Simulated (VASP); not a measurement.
A run of VASP 6.6.1 is set up as follows.

INCAR

```
ALGO     = Normal         # electronic algorithm
EDIFF    = 1E-6           # SCF threshold, eV
ENCUT    = 520            # plane-wave cutoff, eV
GGA      = CA             # functional
ISIF     = 2              # what is computed and relaxed
ISMEAR   = 0              # smearing method
LASPH    = T              # aspherical terms in the spheres
LCHARG   = F              # write CHGCAR
LREAL    = F              # projectors in reciprocal space
LWAVE    = F              # write WAVECAR
NBANDS   = 28             # bands
NELM     = 80             # most SCF steps
PREC     = Accurate       # precision mode
SIGMA    = 0.05           # smearing width, eV
```

File KPOINTS:

```
k-points
0
Gamma
  6 6 6
```

Contents of POSCAR:

```
BaScO2F
1.0
    4.2069470000      0.0000000000      0.0000000000
    0.0000000000      4.2069470000      0.0000000000
    0.0000000000      0.0000000000      4.3798695200
Ba Sc O F
1 1 2 1
Direct
    0.5000000000      0.5000000000      0.5000000000
    0.0000000000      0.0000000000      0.0000000000
    0.5000000000      0.0000000000      0.0000000000
    0.0000000000      0.5000000000      0.0000000000
    0.0000000000      0.0000000000      0.5000000000
```

Potentials or basis: VASP PAW LDA potentials, release 64 (Ba_sv, Sc_sv, O, F).

The run is started by

```console
$ cat potpaw_LDA.64/Ba_sv/POTCAR potpaw_LDA.64/Sc_sv/POTCAR potpaw_LDA.64/O/POTCAR potpaw_LDA.64/F/POTCAR > POTCAR
$ mpirun -np 1 vasp_std > vasp.out
```

Estimate the pressure.

-11.6 GPa.

Predict the band gap on the k mesh.

2.71 eV, indirect (least direct gap 3.14 eV).

Stress tensor (GPa, compression positive):
```
 -9.91   0.00   0.00
  0.00  -9.91   0.00
  0.00   0.00 -14.83
```

Caveat: the cell differs from its parent crystal (strain +0.0400 x Voigt [0, 0, 1, 0, 0, 0]); spin-orbit coupling is left out, which moves the levels of the heavy elements. A k mesh can miss the band edges.
